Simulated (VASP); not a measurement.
A run of VASP 6.6.1:

File INCAR:

```
SYSTEM = ScAl3N4
ALGO = Normal
EDIFF = 1E-8
ENCUT = 520
GGA = PE
ISIF = 2
ISMEAR = 0
LASPH = .TRUE.
LCHARG = .FALSE.
LEFG = .TRUE.
LREAL = .FALSE.
LWAVE = .FALSE.
NBANDS = 30
NELM = 60
PREC = Accurate
SIGMA = 0.01
```

KPOINTS

```
k-points
0
G
  6 6 6
  0 0 0
```

The input POSCAR:

```
ScAl3N4
1.0
    4.5287969252      0.0000000000      0.0000000000
    0.0000000000      4.5287969252      0.0000000000
    0.0000000000      0.0000000000      4.5287969252
Sc Al N
1 3 4
Direct
    0.0000000000      0.0000000000      0.0000000000
    0.5000000000      0.5000000000      0.0000000000
    0.5000000000      0.0000000000      0.5000000000
    0.0000000000      0.5000000000      0.5000000000
    0.7372804808      0.7372804808      0.2627195192
    0.7372804808      0.2627195192      0.7372804808
    0.2627195192      0.7372804808      0.7372804808
    0.2627195192      0.2627195192      0.2627195192
```

Potentials or basis: VASP PAW PBE potentials, release 64 (Sc_sv, Al, N).

Launch:

```bash
$ cat potpaw_PBE.64/Sc_sv/POTCAR potpaw_PBE.64/Al/POTCAR potpaw_PBE.64/N/POTCAR > POTCAR
$ mpirun -np 1 vasp_std > vasp.out
```

Hardware: 1 thread of Intel Xeon 6975P-C, with other jobs on the host.

Q: Estimate the wall time of this run.

A: Wall time 85 s on 1 thread of Intel Xeon 6975P-C, with other jobs on the host, peak memory 0.23 GiB. Counts: scf iterations 18, k points 20.
